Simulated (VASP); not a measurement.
# TiO2 (Rutile) (P4_2/mnm) in VASP: further runs

TiO2 (Rutile) is run at these levels: PBE; tasks: single point.

Program: VASP 6.6.1. These are calculated values, not measurements. Logs are shortened: lines on timing, memory, paths and dates and some standing lists are left out, and cuts for length are marked.

### 1 The cell of the first run

The structure is tetragonal, space group P4_2/mnm (No. 136). Conventional cell: a = 4.672 Å, b = 4.672 Å, c = 3.009 Å, α = 90.00°, β = 90.00°, γ = 90.00°. Ti (site symmetry mmm) has 6 O at 1.98 to 2.02 Å within 2.6 Å. O (site symmetry m2m) has 3 Ti at 1.98 to 2.02 Å and 1 O at 2.58 Å within 2.6 Å.

### 2 Single point, PBE

INCAR

```
SYSTEM = TiO2
PREC = Accurate ; ENCUT = 520
EDIFF = 1E-6 ; ISMEAR = 0
SIGMA = 0.01 ; LREAL = .FALSE.
LASPH = .TRUE. ; NELM = 80
ALGO = Normal ; ISIF = 2
LWAVE = .FALSE. ; LCHARG = .FALSE.
GGA = PE ; NBANDS = 33
```

KPOINTS

```
Automatic mesh
0
G
  4 4 6
  0 0 0
```

POSCAR

```
TiO2
1.0
    4.6724292809      0.0000000000      0.0000000000
    0.0000000000      4.6724292809      0.0000000000
    0.0000000000      0.0000000000      3.0090680622
Ti O
2 4
Direct
    0.0000000000      0.0000000000      0.0000000000
    0.5000000000      0.5000000000      0.5000000000
    0.3049600000      0.3049600000      0.0000000000
    0.1950400000      0.8049600000      0.5000000000
    0.6950400000      0.6950400000      0.0000000000
    0.8049600000      0.1950400000      0.5000000000
```

Potentials or basis: VASP PAW PBE potentials, release 64 (Ti_sv, O).

On the command line:

```sh
$ cat potpaw_PBE.64/Ti_sv/POTCAR potpaw_PBE.64/O/POTCAR > POTCAR
$ mpirun -np 1 vasp_std > vasp.out
```

OUTCAR:

```text
SYSTEM = TiO2
   PREC = Accurate
   ENCUT = 520
   EDIFF = 1E-6
   ISMEAR = 0
   LREAL = .FALSE.
   LASPH = .TRUE.
   NELM = 80
   ISIF = 2
   GGA = PE

 ion  position               nearest neighbor table
   1  0.000  0.000  0.000-   4 1.98   6 1.98   4 1.98   6 1.98   5 2.02   3 2.02
   2  0.500  0.500  0.500-   3 1.98   5 1.98   3 1.98   5 1.98   4 2.02   6 2.02
   3  0.305  0.305  0.000-   2 1.98   2 1.98   1 2.02
   4  0.195  0.805  0.500-   1 1.98   1 1.98   2 2.02
   5  0.695  0.695  0.000-   2 1.98   2 1.98   1 2.02
   6  0.805  0.195  0.500-   1 1.98   1 1.98   2 2.02

  LATTYP: Found a simple tetragonal cell.
 ALAT       =     4.6724292809
 C/A-ratio  =     0.6440050520

  Lattice vectors:

 A1 = (   4.6724292809,   0.0000000000,   0.0000000000)
 A2 = (   0.0000000000,   4.6724292809,   0.0000000000)
 A3 = (   0.0000000000,   0.0000000000,   3.0090680622)

Analysis of symmetry for initial positions (statically):
=====================================================================
 Subroutine PRICEL returns:
 Original cell was already a primitive cell.

 Routine SETGRP: Setting up the symmetry group for a
 simple tetragonal supercell.

 Subroutine GETGRP returns: Found 16 space group operations
 (whereof  8 operations were pure point group operations)
 out of a pool of 16 trial point group operations.

The static configuration has the point symmetry D_2h.
 The point group associated with its full space group is D_4h.

Analysis of symmetry for dynamics (positions and initial velocities):
=====================================================================
 Subroutine PRICEL returns:
 Original cell was already a primitive cell.

 Routine SETGRP: Setting up the symmetry group for a
 simple tetragonal supercell.

 Subroutine GETGRP returns: Found 16 space group operations
 (whereof  8 operations were pure point group operations)
 out of a pool of 16 trial point group operations.

The dynamic configuration has the point symmetry D_2h.
 The point group associated with its full space group is D_4h.

 Subroutine INISYM returns: Found 16 space group operations
 (whereof  8 operations are pure point group operations),
 and found     1 'primitive' translations

----------------------------------------------------------------------------------------

                                     Primitive cell

[... 98 lines left out ...]
   LREAL  =      F    real-space projection
   EDIFFG = 0.1E-04   stopping-criterion for IOM
   NSW    =      0    number of steps for IOM
   IBRION =     -1    ionic relax: 0-MD 1-quasi-New 2-CG
   NFREE  =      0    steps in history (QN), initial steepest desc. (CG)
   ISIF   =      2    stress and relaxation
   ISYM   =      2    0-nonsym 1-usesym 2-fastsym
   POTIM  = 0.5000    time-step for ionic-motion
   TEBEG  =    0.0;   TEEND  =   0.0 temperature during run
   PSTRESS=    0.0 pullay stress
   NELECT =      48.0000    total number of electrons
   NUPDOWN=      -1.0000    fix difference up-down
   EMIN   =  10.00;   EMAX   =-10.00  energy-range for DOS
   EFERMI =   0.00;   METHOD = LEGACY
   ISMEAR =     0;   SIGMA  =   0.01  broadening in eV -4-tet -1-fermi 0-gaus
   EFERMI_NEDOS =   21; number of points for ismear=-14 and -15
   IALGO  =     38    algorithm
   IMIX   =      4    mixing-type and parameters
     AMIX     =   0.40;   BMIX     =  1.00
     AMIX_MAG =   1.60;   BMIX_MAG =  1.00
  volume/ion in A,a.u.               =      10.95        73.89
  Fermi-wavevector in a.u.,A,eV,Ry     =   1.474516  2.786431 29.581742  2.174197
  Thomas-Fermi vector in A             =   2.589278
   LORBIT       =      0    0 simple, 1 ext, 2 COOP (PROOUT), +10 PAW based schemes
   GGA     = PE    functional components
   LHFCALC =     F    Hartree Fock is set to
   AEXX    =    0.0000 exact exchange contribution
   IVDW    =     0    specifies the selected vdW correction
   LEPSILON=     F    determine dielectric tensor
   LRPA    =     F    only Hartree local field effects (RPA)
 non-spin polarized calculation
 Gauss-broadening in eV      SIGMA  =   0.01
  energy-cutoff  :      520.00
  volume of cell :       65.69
 maximum number of plane-waves:      1803
 NGX is ok and might be reduce to    36
   NGX = 17   NGY = 17   NGZ = 11

 number of electron      48.0000012 magnetization

 Free energy of the ion-electron system (eV)
  ---------------------------------------------------
  ext. energy  EPLUGINS =         0.00000000
  ---------------------------------------------------
  free energy    TOTEN  =       -53.64502439 eV

  energy without entropy =      -53.64502439  energy(sigma->0) =      -53.64502439

 E-fermi :   4.4445     XC(G=0): -11.1428

 val. band max:        4.3367275820   @ k =   0.0000   0.0000   0.0000
 cond. band min:       6.0804645405   @ k =   0.0000   0.0000   0.0000
 fundamental gap:      1.7437369585
 Fermi energy:         4.4445261602

 k-point     1 :       0.0000    0.0000    0.0000
  band No.  band energies     occupation
      1     -52.7602      2.00000
      2     -52.7472      2.00000
      3     -29.0220      2.00000
      4     -29.0220      2.00000
      5     -28.8882      2.00000
      6     -28.8882      2.00000
[... 853 lines left out ...]
     32       9.8151      0.00000
     33       9.8520      0.00000

------------------------ aborting loop because EDIFF is reached ----------------------------------------

  FORCE on cell =-STRESS in cart. coord.  units (eV):
  Direction    XX          YY          ZZ          XY          YZ          ZX
  --------------------------------------------------------------------------------------
  -------------------------------------------------------------------------------------
  Total       -1.8514207     -1.8514207     -3.2611740     -0.0000000      0.0000000      0.0000000
  in kB      -45.1542073    -45.1542073    -79.5366084     -0.0000000      0.0000000      0.0000000
  external PRESSURE =     -56.6150077 kB  Pullay stress =       0.0000000 kB

 VOLUME and BASIS-vectors are now :
 -----------------------------------------------------------------------------
  energy-cutoff  :      520.00
  volume of cell :       65.69
      direct lattice vectors                 reciprocal lattice vectors
     4.672429281  0.000000000  0.000000000     0.214021431  0.000000000  0.000000000
     0.000000000  4.672429281  0.000000000     0.000000000  0.214021431  0.000000000
     0.000000000  0.000000000  3.009068062     0.000000000  0.000000000  0.332328807

 POSITION                                       TOTAL-FORCE (eV/Angst)
 -----------------------------------------------------------------------------------
      0.00000      0.00000      0.00000         0.000000      0.000000      0.000000
      2.33621      2.33621      1.50453         0.000000      0.000000      0.000000
      1.42490      1.42490      0.00000         0.085166      0.085166     -0.000000
      0.91131      3.76112      1.50453        -0.085166      0.085166      0.000000
      3.24753      3.24753      0.00000        -0.085166     -0.085166      0.000000
      3.76112      0.91131      1.50453         0.085166     -0.085166      0.000000
 -----------------------------------------------------------------------------------
    total drift:                                0.000000      0.000000     -0.000000

  FREE ENERGIE OF THE ION-ELECTRON SYSTEM (eV)
  ---------------------------------------------------
  free  energy   TOTEN  =       -53.6450243947 eV

  energy  without entropy=      -53.6450243947  energy(sigma->0) =      -53.64502439
```

Run time: 42 s. Hardware: 1 thread of Intel Xeon 6975P-C (Granite Rapids), shared host; peak memory 0.19 GiB.

Results:

```yaml
Free_energy: -53.6450 eV
Pressure: -5.7 GPa
Largest_force: 0.120 eV/Å
Band_gap_on_the_k_mesh: 1.74 eV, direct
```

Forces in eV/Å, atoms in the order of the input:
```
Ti   0.000  0.000  0.000
Ti   0.000  0.000  0.000
O    0.085  0.085  0.000
O   -0.085  0.085  0.000
O   -0.085 -0.085  0.000
O    0.085 -0.085  0.000
```

Levels at points of the mesh, in eV from the valence-band top:
| k point | band 20 | band 21 | band 22 | band 23 | band 24 | band 25 | band 26 | band 27 | band 28 | band 29 |
| --- | --- | --- | --- | --- | --- | --- | --- | --- | --- | --- |
| (0.00, 0.00, 0.00) | -1.94 | -0.71 | -0.44 | -0.44 | 0.00 | 1.74 | 2.02 | 2.24 | 2.32 | 2.32 |
| (0.50, 0.00, 0.00) | -2.94 | -1.60 | -1.60 | -0.70 | -0.70 | 2.36 | 2.36 | 2.79 | 2.79 | 3.31 |
| (0.50, 0.50, 0.00) | -2.04 | -1.30 | -1.30 | -1.05 | -1.05 | 1.78 | 1.78 | 2.34 | 2.34 | 3.56 |
| (0.00, 0.00, 0.50) | -2.68 | -2.19 | -2.19 | -1.39 | -1.39 | 2.75 | 2.75 | 2.92 | 2.92 | 3.42 |
| (0.50, 0.00, 0.50) | -2.32 | -1.94 | -1.94 | -0.97 | -0.97 | 1.79 | 1.79 | 2.94 | 2.94 | 3.63 |
| (0.50, 0.50, 0.50) | -2.65 | -1.19 | -1.19 | -0.67 | -0.67 | 2.42 | 2.42 | 2.96 | 2.96 | 3.01 |

A k mesh can miss the band edges.

### 3 Single point, PBE

This run uses another cell than the first one, of 11.23 Å³/atom, 1.025 times its volume.

INCAR

```
SYSTEM = TiO2
PREC     = Accurate       ! precision mode
ENCUT    = 520            ! plane-wave cutoff, eV
EDIFF    = 1E-6           ! SCF threshold, eV
ISMEAR   = 0              ! smearing method
SIGMA    = 0.01           ! smearing width, eV
LREAL    = .FALSE.        ! projectors in reciprocal space
LASPH    = .TRUE.         ! aspherical terms in the spheres
NELM     = 100            ! most SCF steps
ALGO     = Normal         ! electronic algorithm
ISIF     = 2              ! what is computed and relaxed
LWAVE    = .FALSE.        ! write WAVECAR
LCHARG   = .FALSE.        ! write CHGCAR
GGA      = PE             ! functional
NBANDS   = 33             ! bands
```

KPOINTS

```
regular mesh
0
G
  4 4 6
  0 0 0
```

POSCAR, as its differences from that of step 2:

```diff
@@ -2,5 +2,5 @@
 1.0
-    4.6724292809      0.0000000000      0.0000000000
-    0.0000000000      4.6724292809      0.0000000000
-    0.0000000000      0.0000000000      3.0090680622
+    4.7115309254      0.0000000000      0.0000000000
+    0.0000000000      4.7115309254      0.0000000000
+    0.0000000000      0.0000000000      3.0342497188
 Ti O
```

Potentials or basis: VASP PAW PBE potentials, release 64 (Ti_sv, O).

On the command line:

```sh
$ cat potpaw_PBE.64/Ti_sv/POTCAR potpaw_PBE.64/O/POTCAR > POTCAR
$ mpirun -np 1 vasp_std > vasp.out
```

Run time: 36 s. Hardware: 1 thread of Intel Xeon 6975P-C (Granite Rapids), shared host; peak memory 0.18 GiB.

The run converged. Its results:

- Free energy: -53.5632 eV
- Pressure: -10.5 GPa
- Largest force: 0.227 eV/Å
- Band gap on the k mesh: 1.68 eV, direct

Forces on the atoms (eV/Å):
```
Ti   0.000  0.000  0.000
Ti   0.000  0.000  0.000
O    0.161  0.161  0.000
O   -0.161  0.161  0.000
O   -0.161 -0.161  0.000
O    0.161 -0.161  0.000
```

Stress tensor (GPa, compression positive):
```
 -8.92   0.00   0.00
  0.00  -8.92   0.00
  0.00   0.00 -13.58
```

Levels at points of the mesh, in eV from the valence-band top:
```csv
k point,band 20,band 21,band 22,band 23,band 24,band 25,band 26,band 27,band 28,band 29
"(0.00, 0.00, 0.00)",-1.92,-0.72,-0.43,-0.43,0.00,1.68,1.94,2.16,2.23,2.23
"(0.50, 0.00, 0.00)",-2.89,-1.58,-1.58,-0.68,-0.68,2.27,2.27,2.68,2.68,3.19
"(0.50, 0.50, 0.00)",-1.97,-1.29,-1.29,-1.04,-1.04,1.71,1.71,2.25,2.25,3.43
"(0.00, 0.00, 0.50)",-2.65,-2.10,-2.10,-1.37,-1.37,2.65,2.65,2.81,2.81,3.30
"(0.50, 0.00, 0.50)",-2.29,-1.89,-1.89,-0.93,-0.93,1.73,1.73,2.83,2.83,3.50
"(0.50, 0.50, 0.50)",-2.62,-1.15,-1.15,-0.67,-0.67,2.34,2.34,2.85,2.85,2.91
```
